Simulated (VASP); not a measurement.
YbTi3:

```
Yb Ti
1.0
     0.00000    3.47211    3.47211
     3.47211    0.00000    3.47211
     3.47211    3.47211    0.00000
Yb Ti
1 3
Direct
  0.00000 0.00000 0.00000
  0.50000 0.50000 0.50000
  0.75000 0.75000 0.75000
  0.25000 0.25000 0.25000
```

The cell was generated, and may not be a known phase.

```yaml
Program: VASP 6.6.1
Task: relaxation of cell and atoms
Functional: PBE
Potentials_or_basis: VASP PAW PBE potentials, release 64 (Yb, Ti_sv)
Cutoff: 690 eV
k_mesh: 4 × 4 × 4
Occupations: gaussian, width 0.1 eV
Spin: no spin polarisation
```

At the start: pressure -4.3 GPa; volume 20.93 Å³/atom.

Where does the relaxation end?

Over 3 steps the energy falls by 18.6 meV/atom and the volume is 19.62 Å³/atom (-6.2 %); space group Fm-3m (No. 225, to 0.1 Å) before and after.

The path:
```tsv
step	energy change (eV)	largest force (eV/Å)	pressure (GPa)	volume (Å³)
1	0.0000	0.0000	-4.35	83.72
2	-0.0675	0.0000	1.50	77.02
3	-0.0744	0.0000	0.01	78.50
```

Final structure:
```xyz
4
Lattice="0.0000 3.3984 3.3984 3.3984 0.0000 3.3984 3.3984 3.3984 0.0000" Properties=species:S:1:pos:R:3 pbc="T T T"
Yb    0.0000    0.0000    0.0000
Ti    3.3984    3.3984    3.3984
Ti    5.0976    5.0976    5.0976
Ti    1.6992    1.6992    1.6992
```

Caveat: the k points lie up to 0.40 Å⁻¹ apart in the final cell.
